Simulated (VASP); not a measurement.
The system is LiBe3.

```
Li Be
1.0
     4.66864    0.00000    0.00000
    -2.33432    4.04316    0.00000
     0.00000    0.00000    3.74730
Li Be
2 6
Direct
  0.33333 0.66667 0.25000
  0.66667 0.33333 0.75000
  0.83300 0.66600 0.25000
  0.16700 0.83300 0.75000
  0.33400 0.16700 0.25000
  0.16700 0.33400 0.75000
  0.83300 0.16700 0.25000
  0.66600 0.83300 0.75000
```

```yaml
Program: VASP 6.6.1
Task: relaxation of cell and atoms
Functional: PBE
Potentials_or_basis: VASP PAW PBE potentials, release 64 (Li_sv, Be)
Cutoff: 600 eV
k_mesh: 6 × 6 × 4
Occupations: gaussian, width 0.1 eV
Spin: no spin polarisation
```

At the start: pressure 2.9 GPa; volume 8.84 Å³/atom.

Where does the relaxation end?

Over 5 steps the energy falls by 16.4 meV/atom and the volume is 9.27 Å³/atom (+4.8 %); space group P6_3/mmc (No. 194, to 0.05 Å).

The path:
| step | energy change (eV) | largest force (eV/Å) | pressure (GPa) | volume (Å³) |
| --- | --- | --- | --- | --- |
| 1 | 0.0000 | 0.4711 | 2.91 | 70.73 |
| 2 | -0.0726 | 0.2998 | 0.93 | 72.39 |
| 3 | -0.1083 | 0.0851 | -1.38 | 74.81 |
| 4 | -0.1295 | 0.0350 | -0.56 | 74.32 |
| 5 | -0.1311 | 0.0167 | -0.25 | 74.16 |

Final structure:
```
CELL_PARAMETERS angstrom
4.78384 0.00000 0.00000
-2.39192 4.14293 0.00000
0.00000 0.00000 3.74162
ATOMIC_POSITIONS crystal
Li 0.33333 0.66667 0.25000
Li 0.66667 0.33333 0.75000
Be 0.84202 0.68404 0.25000
Be 0.15798 0.84202 0.75000
Be 0.31596 0.15798 0.25000
Be 0.15798 0.31596 0.75000
Be 0.84202 0.15798 0.25000
Be 0.68404 0.84202 0.75000
```

Caveat: the k points lie up to 0.42 Å⁻¹ apart in the final cell; the cutoff is under 1.25 times the usual one of these potentials, so pressure, stress and relaxed cells hold a basis-set (Pulay) error.
